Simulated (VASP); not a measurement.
Set up this calculation in VASP 6.6.1, as the native input.

| Property | Result |
| --- | --- |
| Task | single point |
| Functional | r2SCAN |
| Potentials or basis | VASP PAW PBE potentials, release 64 (Ni_sv_GW, O) |
| Cutoff | 660 eV |
| k mesh | 6 × 6 × 6 |
| Occupations | fermi-dirac, width 0.05 eV |
| Spin | collinear spin, ferromagnetic start |
| Starting moments | [1.0, 0.0] μB |
| Dipole correction | no |
| Second run | valence_matched |
| Further INCAR settings | ALGO = Normal; EDIFF = 1e-06; NBANDS = 23 |

The system is NiO.

```xyz
2
Lattice="0.0000 2.0913 2.0913 2.0913 0.0000 2.0913 2.0913 2.0913 0.0000" Properties=species:S:1:pos:R:3 pbc="T T T"
Ni    0.0000    0.0000    0.0000
O     2.0913    2.0913    2.0913
```

One way to write it, as run:

POSCAR

```
NiO
1.0
    0.0000000000      2.0913095100      2.0913095100
    2.0913095100      0.0000000000      2.0913095100
    2.0913095100      2.0913095100      0.0000000000
Ni O
1 1
Direct
    0.0000000000      0.0000000000      0.0000000000
    0.5000000000      0.5000000000      0.5000000000
```

INCAR.step1

```
SYSTEM = NiO
PREC     = Accurate       ! precision mode
ENCUT    = 660            ! plane-wave cutoff, eV
ISMEAR   = -1             ! smearing method
SIGMA    = 0.05           ! smearing width, eV
LREAL    = .FALSE.        ! projectors in reciprocal space
LASPH    = .TRUE.         ! aspherical terms in the spheres
NELM     = 200            ! most SCF steps
ISPIN    = 2              ! spin polarisation
MAGMOM   = 1 0            ! initial moments
LMAXMIX  = 4              ! l up to which the mixer works
NBANDS   = 23             ! bands
GGA      = PE             ! functional
ALGO     = Normal         ! electronic algorithm
EDIFF    = 1E-5           ! SCF threshold, eV
LWAVE    = .TRUE.         ! write WAVECAR
LCHARG   = .FALSE.        ! write CHGCAR
GGA_COMPAT= .FALSE.
```

INCAR.step2

```
SYSTEM = NiO
PREC     = Accurate       ! precision mode
ENCUT    = 660            ! plane-wave cutoff, eV
EDIFF    = 1E-6           ! SCF threshold, eV
ISMEAR   = -1             ! smearing method
SIGMA    = 0.05           ! smearing width, eV
LREAL    = .FALSE.        ! projectors in reciprocal space
LASPH    = .TRUE.         ! aspherical terms in the spheres
NELM     = 200            ! most SCF steps
ALGO     = Normal         ! electronic algorithm
ISIF     = 2              ! what is computed and relaxed
LWAVE    = .FALSE.        ! write WAVECAR
LCHARG   = .FALSE.        ! write CHGCAR
ISPIN    = 2              ! spin polarisation
MAGMOM   = 1 0            ! initial moments
LORBIT   = 11             ! projections on sites
LMAXMIX  = 4              ! l up to which the mixer works
METAGGA  = R2SCAN         ! meta-GGA
LMIXTAU  = .TRUE.       
NBANDS   = 23             ! bands
ISTART   = 1            
GGA_COMPAT= .FALSE.
```

KPOINTS

```
regular mesh
0
G
  6 6 6
  0 0 0
```

Potentials or basis: VASP PAW PBE potentials, release 64 (Ni_sv_GW, O).

Run with:

```sh
$ cat potpaw_PBE.64/Ni_sv_GW/POTCAR potpaw_PBE.64/O/POTCAR > POTCAR
$ cp INCAR.step1 INCAR
$ mpirun -np 1 vasp_std > vasp.out
$ cp INCAR.step2 INCAR
$ mpirun -np 1 vasp_std > vasp.out
```

Results of the run:

```json
{
 "Pressure": "-0.9 GPa",
 "Band gap on the k mesh": "0.83 eV, indirect (least direct gap 1.90 eV)",
 "Net moment": "2.00 μB per cell",
 "Site moments": "Ni +1.70; O +0.27 μB",
 "Valence electrons inside the program's atomic spheres": "Ni 16.11; O 5.05"
}
```

Caveat: the k points lie up to 0.43 Å⁻¹ apart; the PAW data sets were made with another functional, which shifts forces and pressure a little; a cell with one magnetic atom can't hold antiferromagnetic order, which such compounds often take.

It took 91 s on 1 thread of AMD EPYC 9R45 96-Core Processor (Zen 5), on a shared host, peak memory 0.17 GiB.
